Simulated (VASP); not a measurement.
Crystal: KTaO3.

```xyz
5
Lattice="3.9344 0.0000 0.0000 0.0000 3.9344 0.0000 0.0000 0.0000 3.9344" Properties=species:S:1:pos:R:3 pbc="T T T"
Ta    0.0000    0.0000    0.0000
K     1.9672    1.9672    1.9672
O     0.0000    0.0000    1.9672
O     0.0000    1.9672    0.0000
O     1.9672    0.0000    0.0000
```

Base run:

| Item | Value |
| --- | --- |
| Program | VASP 6.6.1 |
| Functional | PBE |
| Potentials or basis | VASP PAW PBE potentials, release 64 (Ta_pv, K_sv, O) |
| Cutoff | 520 eV |
| k mesh | 7 × 7 × 7 |
| Occupations | fermi-dirac, width 0.05 eV |
| Spin | no spin polarisation |

Its results: band gap on the k mesh 2.33 eV, indirect (least direct gap 2.86 eV); pressure 15.7 GPa.

The run is repeated on the same cell with these changes: functional from PBE to r2SCAN. What comes out?

Band gap on the k mesh 2.77 eV, indirect (least direct gap 3.33 eV); pressure 10.8 GPa.

r2SCAN gives the wider gap, since meta-GGAs in the generalised Kohn-Sham scheme recover part of the derivative discontinuity.

Caveats: spin-orbit coupling is left out, which moves the levels of the heavy elements; the PAW data sets were made with another functional, which shifts forces and pressure a little (some runs).

A k mesh can miss the band edges.
